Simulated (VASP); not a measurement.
A run of VASP 6.6.1 is set up as follows.

POSCAR

```
SnSe
1.0
    4.2197055783      0.0000000000      0.0000000000
    0.0000000000      4.2197055783      0.0000000000
    0.0000000000      0.0000000000      5.9936336683
Sn Se
2 2
Direct
    0.5000000000      0.0000000000      0.2500503099
    0.0000000000      0.5000000000      0.7499496901
    0.5000000000      0.0000000000      0.7499516208
    0.0000000000      0.5000000000      0.2500483792
```

File INCAR.step1:

```
SYSTEM = SnSe
PREC     = Accurate       ! precision mode
ENCUT    = 520            ! plane-wave cutoff, eV
ISMEAR   = 0              ! smearing method
SIGMA    = 0.02           ! smearing width, eV
LREAL    = .FALSE.        ! projectors in reciprocal space
LASPH    = .TRUE.         ! aspherical terms in the spheres
NELM     = 100            ! most SCF steps
NBANDS   = 28             ! bands
GGA      = PE             ! functional
ALGO     = Normal         ! electronic algorithm
EDIFF    = 1E-4           ! SCF threshold, eV
LWAVE    = .TRUE.         ! write WAVECAR
LCHARG   = .FALSE.        ! write CHGCAR
```

INCAR.step2

```
SYSTEM = SnSe
PREC     = Accurate       ! precision mode
ENCUT    = 520            ! plane-wave cutoff, eV
EDIFF    = 1E-6           ! SCF threshold, eV
ISMEAR   = 0              ! smearing method
SIGMA    = 0.02           ! smearing width, eV
LREAL    = .FALSE.        ! projectors in reciprocal space
LASPH    = .TRUE.         ! aspherical terms in the spheres
NELM     = 100            ! most SCF steps
ALGO     = Normal         ! electronic algorithm
ISIF     = 2              ! what is computed and relaxed
LWAVE    = .FALSE.        ! write WAVECAR
LCHARG   = .FALSE.        ! write CHGCAR
METAGGA  = R2SCAN         ! meta-GGA
LMIXTAU  = .TRUE.       
LUSE_VDW = .TRUE.       
IVDW_NL  = 2            
BPARAM   = 11.95        
CPARAM   = 0.0093       
NBANDS   = 28             ! bands
ISTART   = 1
```

File KPOINTS:

```
Automatic mesh
0
G
  6 6 4
  0 0 0
```

Potentials or basis: VASP PAW PBE potentials, release 64 (Sn_d, Se).

Run with:

```sh
$ cat potpaw_PBE.64/Sn_d/POTCAR potpaw_PBE.64/Se/POTCAR > POTCAR
$ cp INCAR.step1 INCAR
$ mpirun -np 1 vasp_std > vasp.out
$ cp INCAR.step2 INCAR
$ mpirun -np 1 vasp_std > vasp.out
```

Predict the band gap on the k mesh.

0.59 eV.

Predict the pressure.

0.1 GPa.

Caveat: semilocal functionals underestimate gaps, and a narrow one can read as zero; the PAW data sets were made with another functional, which shifts forces and pressure a little; spin-orbit coupling is left out, which moves the levels of the heavy elements. A k mesh can miss the band edges.
